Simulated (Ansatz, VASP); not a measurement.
# Two plane-wave programs on TiN

The input INCAR:

```
ALGO     = Normal         # electronic algorithm
EDIFF    = 1E-6           # SCF threshold, eV
EDIFFG   = -0.05          # ionic threshold
ENCUT    = 600            # plane-wave cutoff, eV
IBRION   = 2              # ionic algorithm
ISIF     = 3              # what is computed and relaxed
ISMEAR   = 0              # smearing method
LASPH    = True           # aspherical terms in the spheres
LCHARG   = False          # write CHGCAR
LREAL    = False          # projectors in reciprocal space
LWAVE    = False          # write WAVECAR
NELM     = 60             # most SCF steps
NSW      = 100            # ionic steps
PREC     = Accurate       # precision mode
SIGMA    = 0.1            # smearing width, eV
```

Contents of KPOINTS:

```
k-points
0
Gamma
  8 8 8
```

Contents of POSCAR:

```
TiN
1.0
    0.0000000000      2.1190000000      2.1190000000
    2.1190000000      0.0000000000      2.1190000000
    2.1190000000      2.1190000000      0.0000000000
Ti N
1 1
Direct
    0.0000000000      0.0000000000      0.0000000000
    0.5000000000      0.5000000000      0.5000000000
```

Input for Ansatz:

```yaml
crystal:
  lattice:
    - [0.0, 2.119, 2.119]
    - [2.119, 0.0, 2.119]
    - [2.119, 2.119, 0.0]
  atoms:
    - { symbol: Ti, position: [0.0, 0.0, 0.0] }
    - { symbol: "N", position: [0.5, 0.5, 0.5] }
basis:
  ecutwfc: 420
kpoints:
  mp_grid: { grid: [8, 8, 8] }
hamiltonian:
  xc: lda
scf:
  occupations: { method: gaussian, width: 0.1 }
output:
  forces: true
  stress: true
  eigenvalues: true
relax:
  adjacent_minimum: "off"
  f_tol: 0.05
  max_steps: 80
  cell: { stress_tol: 0.5 }
```

Alike in both runs: task relaxation of cell and atoms; functional LDA; k mesh 8 × 8 × 8; occupations gaussian, width 0.1 eV; no spin polarisation.

|  | VASP | Ansatz |
| --- | --- | --- |
| version | VASP 6.6.1 | Ansatz 0.2.0 |
| potentials or method | VASP PAW LDA potentials, release 64 (Ti_sv, N), cutoff 600 eV | scalar-relativistic, plane waves, PAW |
| valence electrons in the cell | 17 | 17 |

|  | VASP | Ansatz | Ansatz less VASP |
| --- | --- | --- | --- |
| gap on the k mesh at the Fermi level, each at its own relaxed structure (eV) | none | none | - |
| relaxed volume (Å³/atom) | 9.12 | 9.08 | -0.034 |
| relaxed cell length with the largest relative difference (Å) | 2.954 | 2.951 | -0.0037 |

LDA's correlation is that of Perdew and Zunger in VASP and of Perdew and Wang (1992) in Ansatz. A gap of «none» marks a metal or a gap that the smearing closes.
